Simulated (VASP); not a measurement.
# P (P4/mmm) in VASP: notebook

P is run at these levels: r2SCAN; tasks: single point.

Everything below comes from runs of VASP 6.6.1. Logs are shortened: lines on timing, memory, paths and dates and some standing lists are left out, and cuts for length are marked.

### 1 The cell of the first run

It takes space group P4/mmm (No. 123, tetragonal). Conventional cell: a = 4.145 Å, b = 4.145 Å, c = 4.247 Å, α = 90.00°, β = 90.00°, γ = 90.00°. Within 5.4 Å of P (site symmetry 4/mmm) lie 6 P at 4.14 to 4.25 Å.

### 2 Single point, r2SCAN (strain -0.030 along x and y, -0.030 along z)

File POSCAR:

```
P
1.0
    4.1447177117      0.0000000000      0.0000000000
    0.0000000000      4.1447177117      0.0000000000
    0.0000000000      0.0000000000      4.2466600000
P
1
Direct
    0.0000000000      0.0000000000      0.0000000000
```

File INCAR.step1:

```
SYSTEM = P
PREC     = Accurate       ! precision mode
ENCUT    = 520            ! plane-wave cutoff, eV
ISMEAR   = 0              ! smearing method
SIGMA    = 0.15           ! smearing width, eV
LREAL    = .FALSE.        ! projectors in reciprocal space
LASPH    = .TRUE.         ! aspherical terms in the spheres
NELM     = 60             ! most SCF steps
NBANDS   = 8              ! bands
GGA      = PE             ! functional
ALGO     = Normal         ! electronic algorithm
EDIFF    = 1E-4           ! SCF threshold, eV
LWAVE    = .TRUE.         ! write WAVECAR
LCHARG   = .FALSE.        ! write CHGCAR
```

File INCAR.step2:

```
SYSTEM = P
PREC     = Accurate       ! precision mode
ENCUT    = 520            ! plane-wave cutoff, eV
EDIFF    = 1E-7           ! SCF threshold, eV
ISMEAR   = 0              ! smearing method
SIGMA    = 0.15           ! smearing width, eV
LREAL    = .FALSE.        ! projectors in reciprocal space
LASPH    = .TRUE.         ! aspherical terms in the spheres
NELM     = 60             ! most SCF steps
ALGO     = Normal         ! electronic algorithm
ISIF     = 2              ! what is computed and relaxed
LWAVE    = .FALSE.        ! write WAVECAR
LCHARG   = .TRUE.         ! write CHGCAR
METAGGA  = R2SCAN         ! meta-GGA
LMIXTAU  = .TRUE.       
LELF     = .TRUE.         ! ELF
LVHAR    = .TRUE.       
NBANDS   = 8              ! bands
ISTART   = 1
```

File KPOINTS:

```
regular mesh
0
G
  12 12 12
  0 0 0
```

Potentials or basis: VASP PAW PBE potentials, release 64 (P).

Started as:

```bash
$ cat potpaw_PBE.64/P/POTCAR > POTCAR
$ cp INCAR.step1 INCAR
$ mpirun -np 1 vasp_std > vasp.out
$ cp INCAR.step2 INCAR
$ mpirun -np 1 vasp_std > vasp.out
```

OUTCAR:

```text
SYSTEM = P
   PREC = Accurate
   ENCUT = 520
   EDIFF = 1E-7
   ISMEAR = 0
   LREAL = .FALSE.
   LASPH = .TRUE.
   NELM = 60
   ISIF = 2
   METAGGA = R2SCAN
   ISTART = 1

 ion  position               nearest neighbor table
   1  0.000  0.000  0.000-

  LATTYP: Found a simple tetragonal cell.
 ALAT       =     4.1447177117
 C/A-ratio  =     1.0245957132

  Lattice vectors:

 A1 = (   4.1447177117,   0.0000000000,   0.0000000000)
 A2 = (   0.0000000000,   4.1447177117,   0.0000000000)
 A3 = (   0.0000000000,   0.0000000000,   4.2466600000)

Analysis of symmetry for initial positions (statically):
=====================================================================
 Subroutine PRICEL returns:
 Original cell was already a primitive cell.

 Routine SETGRP: Setting up the symmetry group for a
 simple tetragonal supercell.

 Subroutine GETGRP returns: Found 16 space group operations
 (whereof 16 operations were pure point group operations)
 out of a pool of 16 trial point group operations.

The static configuration has the point symmetry D_4h.

Analysis of symmetry for dynamics (positions and initial velocities):
=====================================================================
 Subroutine PRICEL returns:
 Original cell was already a primitive cell.

 Routine SETGRP: Setting up the symmetry group for a
 simple tetragonal supercell.

 Subroutine GETGRP returns: Found 16 space group operations
 (whereof 16 operations were pure point group operations)
 out of a pool of 16 trial point group operations.

The dynamic configuration has the point symmetry D_4h.

 Subroutine INISYM returns: Found 16 space group operations
 (whereof 16 operations are pure point group operations),
 and found     1 'primitive' translations

----------------------------------------------------------------------------------------

                                     Primitive cell

  volume of cell :      72.9520

  direct lattice vectors                    reciprocal lattice vectors
     4.144717712  0.000000000  0.000000000     0.241270955  0.000000000  0.000000000
     0.000000000  4.144717712  0.000000000     0.000000000  0.241270955  0.000000000
     0.000000000  0.000000000  4.246660000     0.000000000  0.000000000  0.235479177

  length of vectors
     4.144717712  4.144717712  4.246660000     0.241270955  0.241270955  0.235479177

  position of ions in fractional coordinates (direct lattice)
     0.000000000  0.000000000  0.000000000

  ion indices of the primitive-cell ions
   primitive index   ion index
                 1           1

----------------------------------------------------------------------------------------

 KPOINTS: regular mesh

Automatic generation of k-mesh.
 Grid dimensions read from file:
 generate k-points for:   12   12   12

 Generating k-lattice:

  Cartesian coordinates                     Fractional coordinates (reciprocal lattice)
     0.020105913  0.000000000  0.000000000     0.083333333  0.000000000  0.000000000
     0.000000000  0.020105913  0.000000000     0.000000000  0.083333333  0.000000000
     0.000000000  0.000000000  0.019623265     0.000000000  0.000000000  0.083333333

  Length of vectors
     0.020105913  0.020105913  0.019623265

  Shift w.r.t. Gamma in fractional coordinates (k-lattice)
     0.000000000  0.000000000  0.000000000

 Subroutine IBZKPT returns following result:
 ===========================================

 Found    196 irreducible k-points:

 Following reciprocal coordinates:
            Coordinates               Weight
  0.000000  0.000000  0.000000      1.000000
  0.083333  0.000000  0.000000      4.000000
  0.166667  0.000000  0.000000      4.000000
  0.250000  0.000000  0.000000      4.000000
  0.333333  0.000000  0.000000      4.000000
  0.416667  0.000000  0.000000      4.000000
[... 16 lines left out ...]
  0.333333  0.333333  0.000000      4.000000
  0.416667  0.333333  0.000000      8.000000
 [... further k-points ...]
   k-points           NKPTS =    196   k-points in BZ     NKDIM =    196   number of bands    NBANDS=      8
   number of dos      NEDOS =    301   number of ions     NIONS =      1
   total plane-waves  NPLWV =  32768
   dimension x,y,z NGX =    32 NGY =   32 NGZ =   32
   dimension x,y,z NGXF=    64 NGYF=   64 NGZF=   64
   ions per type =               1
   NGX,Y,Z   is equivalent  to a cutoff of  12.84, 12.84, 12.53 a.u.
   NGXF,Y,Z  is equivalent  to a cutoff of  25.67, 25.67, 25.05 a.u.
 SYSTEM =  P
   PREC   = accura    normal or accurate (medium, high low for compatibility)
   ISTART =      1    job   : 0-new  1-cont  2-samecut
   ICHARG =      0    charge: 1-file 2-atom 10-const
   ISPIN  =      1    spin polarized calculation?
   LNONCOLLINEAR =      F non collinear calculations
   LSORBIT =      F    spin-orbit coupling
   LASPH  =      T    aspherical Exc in radial PAW
   ENCUT  =  520.0 eV  38.22 Ry    6.18 a.u.   7.71  7.71  7.90*2*pi/ulx,y,z
   NELM   =     60;   NELMIN=  2; NELMDL=  0     # of ELM steps
   EDIFF  = 0.1E-06   stopping-criterion for ELM
   LREAL  =      F    real-space projection
   EDIFFG = 0.1E-05   stopping-criterion for IOM
   NSW    =      0    number of steps for IOM
   IBRION =     -1    ionic relax: 0-MD 1-quasi-New 2-CG
   NFREE  =      0    steps in history (QN), initial steepest desc. (CG)
   ISIF   =      2    stress and relaxation
   ISYM   =      2    0-nonsym 1-usesym 2-fastsym
   POTIM  = 0.5000    time-step for ionic-motion
   TEBEG  =    0.0;   TEEND  =   0.0 temperature during run
   PSTRESS=    0.0 pullay stress
   NELECT =       5.0000    total number of electrons
   NUPDOWN=      -1.0000    fix difference up-down
   EMIN   =  10.00;   EMAX   =-10.00  energy-range for DOS
   EFERMI =   0.00;   METHOD = LEGACY
   ISMEAR =     0;   SIGMA  =   0.15  broadening in eV -4-tet -1-fermi 0-gaus
   EFERMI_NEDOS =   21; number of points for ismear=-14 and -15
   IALGO  =     38    algorithm
   IMIX   =      4    mixing-type and parameters
     AMIX     =   0.40;   BMIX     =  1.00
     AMIX_MAG =   1.60;   BMIX_MAG =  1.00
  volume/ion in A,a.u.               =      72.95       492.30
  Fermi-wavevector in a.u.,A,eV,Ry     =   0.669965  1.266051  6.107024  0.448854
  Thomas-Fermi vector in A             =   1.745340
   LORBIT       =      0    0 simple, 1 ext, 2 COOP (PROOUT), +10 PAW based schemes
   METAGGA = R2SCAN    functional components
   LHFCALC =     F    Hartree Fock is set to
   AEXX    =    0.0000 exact exchange contribution
   IVDW    =     0    specifies the selected vdW correction
   LEPSILON=     F    determine dielectric tensor
   LRPA    =     F    only Hartree local field effects (RPA)
 non-spin polarized calculation
 Gauss-broadening in eV      SIGMA  =   0.15
  energy-cutoff  :      520.00
  volume of cell :       72.95
 maximum number of plane-waves:      1992
 NGX is ok and might be reduce to    32
   NGX = 15   NGY = 15   NGZ = 15

 number of electron       5.0000001 magnetization

 Free energy of the ion-electron system (eV)
  ---------------------------------------------------
  ext. energy  EPLUGINS =         0.00000000
  ---------------------------------------------------
  free energy    TOTEN  =        -4.51805000 eV

  energy without entropy =       -4.48687560  energy(sigma->0) =       -4.50246280

 E-fermi :  -2.9821     XC(G=0):  -5.4893

 val. band max:       -2.9916325652   @ k =   0.3333   0.1667   0.2500
 cond. band min:      -2.9804373095   @ k =   0.4167   0.0833   0.2500
 fundamental gap:      0.0111952557
 Fermi energy:        -2.9820597738

 k-point     1 :       0.0000    0.0000    0.0000
  band No.  band energies     occupation
      1     -12.2470      2.00000
      2      -2.4323      0.00000
      3      -2.2977      0.00000
      4      -2.2977      0.00000
      5       2.1870      0.00000
      6       5.1043      0.00000
      7       5.1943      0.00000
      8      10.1928      0.00000

 k-point     2 :       0.0833    0.0000    0.0000
  band No.  band energies     occupation
      1     -12.2320      2.00000
      2      -2.4493      0.00000
      3      -2.4200      0.00000
      4      -2.2859      0.00000
      5       2.3188      0.00000
      6       5.1615      0.00000
      7       5.3262      0.00000
      8       9.6625      0.00000

 k-point     3 :       0.1667    0.0000    0.0000
  band No.  band energies     occupation
      1     -12.1904      2.00000
      2      -2.8212      0.12926
      3      -2.3861      0.00000
      4      -2.2533      0.00000
      5       2.6468      0.00000
      6       5.2911      0.00000
      7       5.6854      0.00000
      8       8.9185      0.00000

 k-point     4 :       0.2500    0.0000    0.0000
  band No.  band energies     occupation
      1     -12.1319      2.00000
      2      -3.2600      1.99122
      3      -2.3386      0.00000
      4      -2.2078      0.00000
      5       3.0708      0.00000
      6       5.4801      0.00000
      7       5.9951      0.00000
      8       8.2607      0.00000

 k-point     5 :       0.3333    0.0000    0.0000
  band No.  band energies     occupation
      1     -12.0713      2.00000
      2      -3.6464      2.00000
      3      -2.2898      0.00000
      4      -2.1611      0.00000
      5       3.5453      0.00000
      6       5.6984      0.00000
      7       5.9018      0.00000
      8       7.7544      0.00000
[... 177 lines left out ...]
 k-point    22 :       0.5000    0.2500    0.0000
  band No.  band energies     occupation
      1     -11.9011      2.00000
      2      -3.8247      2.00000
      3      -2.9549      0.79815
      4      -2.1563      0.00000
      5       4.0601      0.00000
      6       5.2271      0.00000
      7       7.1610      0.00000
      8       7.4424      0.00000

 k-point    23 :       0.3333    0.3333    0.0000
  band No.  band energies     occupation
      1     -11.9044      2.00000
      2      -3.4417      1.99999
      3      -3.3558      1.99957
      4      -2.1590      0.00000
      5       3.8415      0.00000
      6       5.3363      0.00000
      7       7.4527      0.00000
      8       7.6996      0.00000

 k-point    24 :       0.4167    0.3333    0.0000
  band No.  band energies     occupation
      1     -11.8610      2.00000
      2      -3.6463      2.00000
      3      -3.3305      1.99898
      4      -2.1256      0.00000
      5       3.6615      0.00000
      6       5.5117      0.00000
      7       7.5800      0.00000
      8       7.7221      0.00000

 [... further k-points ...]
[... 5 lines left out ...]
  --------------------------------------------------------------------------------------
  -------------------------------------------------------------------------------------
  Total       -2.2677152     -2.2677152     -2.0623415      0.0000000      0.0000000      0.0000000
  in kB      -49.8037089    -49.8037089    -45.2932795      0.0000000      0.0000000      0.0000000
  external PRESSURE =     -48.3002324 kB  Pullay stress =       0.0000000 kB

 VOLUME and BASIS-vectors are now :
 -----------------------------------------------------------------------------
  energy-cutoff  :      520.00
  volume of cell :       72.95
      direct lattice vectors                 reciprocal lattice vectors
     4.144717712  0.000000000  0.000000000     0.241270955  0.000000000  0.000000000
     0.000000000  4.144717712  0.000000000     0.000000000  0.241270955  0.000000000
     0.000000000  0.000000000  4.246660000     0.000000000  0.000000000  0.235479177

 POSITION                                       TOTAL-FORCE (eV/Angst)
 -----------------------------------------------------------------------------------
      0.00000      0.00000      0.00000         0.000000      0.000000      0.000000
 -----------------------------------------------------------------------------------
    total drift:                                0.000000      0.000000      0.000000

  FREE ENERGIE OF THE ION-ELECTRON SYSTEM (eV)
  ---------------------------------------------------
  free  energy   TOTEN  =        -4.5180499989 eV

  energy  without entropy=       -4.4868756049  energy(sigma->0) =       -4.50246280
```

Wall time 7.2 min (1 thread of Oxide Virtual Turin-like, shared host); peak memory 0.21 GiB.

Results:

- Free energy: -4.5180 eV
- Pressure: -4.8 GPa
- Band gap on the k mesh: zero (an odd number of electrons rules out a gap without spin polarisation)

Stress tensor (GPa, compression positive):
```
-4.98  0.00  0.00
 0.00 -4.98  0.00
 0.00  0.00 -4.53
```

Caveat: the cell differs from its parent crystal (strain -0.030 along x and y, -0.030 along z); the cell stands under tension; the nearest neighbours stand farther apart than a usual bond; the PAW data sets were made with another functional, which shifts forces and pressure a little; an odd number of electrons without spin polarisation forces a metal; a magnetic or distorted state may lie lower.

[end of part 1 of 4]
